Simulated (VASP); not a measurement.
A run of VASP 6.6.1:

File POSCAR:

```
SiC
1.0
    0.0000000000      2.1790000000      2.1790000000
    2.1790000000      0.0000000000      2.1790000000
    2.1790000000      2.1790000000      0.0000000000
Si C
1 1
Direct
    0.0000000000      0.0000000000      0.0000000000
    0.2500000000      0.2500000000      0.2500000000
```

File INCAR.step1:

```
PREC = Accurate ; ENCUT = 500
EDIFF = 1E-8 ; ISMEAR = 0
SIGMA = 0.01 ; LREAL = False
LASPH = True ; NELM = 60
ALGO = Normal ; LWAVE = True
LCHARG = False ; GGA = PE
```

File INCAR.step2:

```
PREC = Accurate ; ENCUT = 500
EDIFF = 1E-8 ; ISMEAR = 0
SIGMA = 0.01 ; LREAL = False
LASPH = True ; NELM = 1
ALGO = Exact ; LWAVE = True
LCHARG = False ; GGA = PE
NBANDS = 1127 ; LOPTICS = True
ISTART = 1
```

File INCAR.step3:

```
PREC = Accurate ; ENCUT = 500
EDIFF = 1E-8 ; ISMEAR = 0
SIGMA = 0.01 ; LREAL = False
LASPH = True ; ALGO = EVGW0
LWAVE = False ; LCHARG = False
GGA = PE ; NELMGW = 1
NBANDS = 1127 ; ENCUTGW = 200
NOMEGA = 48 ; PRECFOCK = Fast
ISTART = 1 ; NBANDSGW = 12
```

The input KPOINTS:

```
regular mesh
0
Gamma
  2 2 2
```

Potentials or basis: VASP PAW PBE potentials, release 64 (Si_GW, C_GW).

Launch:

```bash
$ cat potpaw_PBE.64/Si_GW/POTCAR potpaw_PBE.64/C_GW/POTCAR > POTCAR
$ cp INCAR.step1 INCAR
$ mpirun -np 1 vasp_std > vasp.out
$ cp INCAR.step2 INCAR
$ mpirun -np 1 vasp_std > vasp.out
$ cp INCAR.step3 INCAR
$ mpirun -np 1 vasp_std > vasp.out
```

Hardware: 1 thread of Intel(R) Xeon(R) Platinum 8488C (Sapphire Rapids), with other jobs on the host.

**Question.** How long does it take, and how much memory?

**Answer.** Wall time 43 s on 1 thread of Intel(R) Xeon(R) Platinum 8488C (Sapphire Rapids) (shared host), peak memory 0.29 GiB. Counts: k points 3.
